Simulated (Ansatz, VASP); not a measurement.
# Two plane-wave programs on B7C

INCAR

```
SYSTEM = B7C
  ALGO = Normal
  EDIFF = 1E-6
  EDIFFG = -0.04
  ENCUT = 600
  GGA = PE
  IBRION = 2
  ISIF = 3
  ISMEAR = 0
  LASPH = .True.
  LCHARG = .False.
  LREAL = .False.
  LWAVE = .False.
  NELM = 60
  NSW = 90
  PREC = Accurate
  SIGMA = 0.1
```

File KPOINTS:

```
k-points
0
Gamma
  6 6 6
  0 0 0
```

The input POSCAR:

```
B7C
1.0
    0.0000000000      3.1810919600      3.1810919600
    3.1810919600      0.0000000000      3.1810919600
    3.1810919600      3.1810919600      0.0000000000
B C
7 1
Direct
    0.5000000000      0.0000000000      0.0000000000
    0.0000000000      0.5000000000      0.5000000000
    0.0000000000      0.5000000000      0.0000000000
    0.5000000000      0.0000000000      0.5000000000
    0.0000000000      0.0000000000      0.5000000000
    0.5000000000      0.5000000000      0.0000000000
    0.5000000000      0.5000000000      0.5000000000
    0.0000000000      0.0000000000      0.0000000000
```

Input for Ansatz:

```yaml
crystal:
  lattice:
    - [0.0, 3.18109196, 3.18109196]
    - [3.18109196, 0.0, 3.18109196]
    - [3.18109196, 3.18109196, 0.0]
  atoms:
    - { symbol: B, position: [0.5, 0.0, 0.0] }
    - { symbol: B, position: [0.0, 0.5, 0.5] }
    - { symbol: B, position: [0.0, 0.5, 0.0] }
    - { symbol: B, position: [0.5, 0.0, 0.5] }
    - { symbol: B, position: [0.0, 0.0, 0.5] }
    - { symbol: B, position: [0.5, 0.5, 0.0] }
    - { symbol: B, position: [0.5, 0.5, 0.5] }
    - { symbol: C, position: [0.0, 0.0, 0.0] }
basis:
  ecutwfc: 420
kpoints:
  mp_grid: { grid: [6, 6, 6] }
hamiltonian:
  xc: pbe
scf:
  occupations: { method: gaussian, width: 0.1 }
  lower_state_search: "off"
output:
  forces: true
  stress: true
  eigenvalues: true
relax:
  adjacent_minimum: "off"
  f_tol: 0.04
  max_steps: 70
  cell: { stress_tol: 0.4 }
```

Change from the starting cell: species swapped into the CePd7 type (Fm-3m, No. 225).

Alike in both runs: task relaxation of cell and atoms; functional PBE; k mesh 6 × 6 × 6; occupations gaussian, width 0.1 eV; no spin polarisation.

```csv
,VASP,Ansatz
version,VASP 6.6.1,Ansatz 0.2.0
potentials or method,"VASP PAW PBE potentials, release 64 (B, C), cutoff 600 eV","scalar-relativistic, plane waves, PAW"
valence electrons in the cell,25,25
```

|  | VASP | Ansatz | Ansatz less VASP |
| --- | --- | --- | --- |
| gap on the k mesh at the Fermi level, each at its own relaxed structure (eV) | none | none | - |
| relaxed volume (Å³/atom) | 5.91 | 5.90 | -0.010 |
| relaxed cell length with the largest relative difference (Å) | 4.059 | 4.057 | -0.0022 |

A gap of «none» marks a metal or a gap that the smearing closes.

Noted on VASP's run: the volume moved by over 15 % at a fixed basis, so the end points are rough.
